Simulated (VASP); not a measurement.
Here is a VASP 6.6.1 calculation.

Contents of POSCAR:

```
SbMo3
1.0
    2.8459483900      0.0000000000      0.0000000000
    0.0000000000      4.5678985300      0.0000000000
    0.0000000000      0.0000000000      4.9331039500
Sb Mo
1 3
Direct
    0.0000000000      0.0000000000      0.9751200000
    0.5000000000      0.0000000000      0.5000000000
    0.0000000000      0.5000000000      0.6480800000
    0.5000000000      0.5000000000      0.1601600000
```

File INCAR.step1:

```
PREC = Accurate ; ENCUT = 600
ISMEAR = -1 ; SIGMA = 0.1
LREAL = False ; LASPH = True
NELM = 100 ; GGA = PE
ALGO = Normal ; EDIFF = 1E-4
LWAVE = True ; LCHARG = False
```

Contents of INCAR.step2:

```
PREC = Accurate ; ENCUT = 600
EDIFF = 1E-6 ; ISMEAR = -1
SIGMA = 0.1 ; LREAL = False
LASPH = True ; NELM = 100
ALGO = Normal ; ISIF = 3
LWAVE = False ; LCHARG = False
METAGGA = R2SCAN ; LMIXTAU = True
IBRION = 2 ; NSW = 60
EDIFFG = -0.01 ; ISTART = 1
```

Contents of KPOINTS:

```
regular mesh
0
Gamma
  6 4 4
```

Potentials or basis: VASP PAW PBE potentials, release 64 (Sb, Mo_sv).

Launch:

```bash
$ cat potpaw_PBE.64/Sb/POTCAR potpaw_PBE.64/Mo_sv/POTCAR > POTCAR
$ cp INCAR.step1 INCAR
$ mpirun -np 1 vasp_std > vasp.out
$ cp INCAR.step2 INCAR
$ mpirun -np 1 vasp_std > vasp.out
```

(1) What does it give for the relaxed cell?

(2) Predict the band gap on the k mesh.

(3) Estimate the space group after relaxing (to 0.1 Å).

Results:

(1) a = 3.310 Å, b = 4.625 Å, c = 4.389 Å, α = 90.00°, β = 90.00°, γ = 90.00°.

(2) zero (an odd number of electrons rules out a gap without spin polarisation).

(3) Pmm2 (No. 25).

Caveat: a cell axis changed by over 15 % at a fixed basis, so the end point is rough; spin-orbit coupling is left out, which moves the levels of the heavy elements.
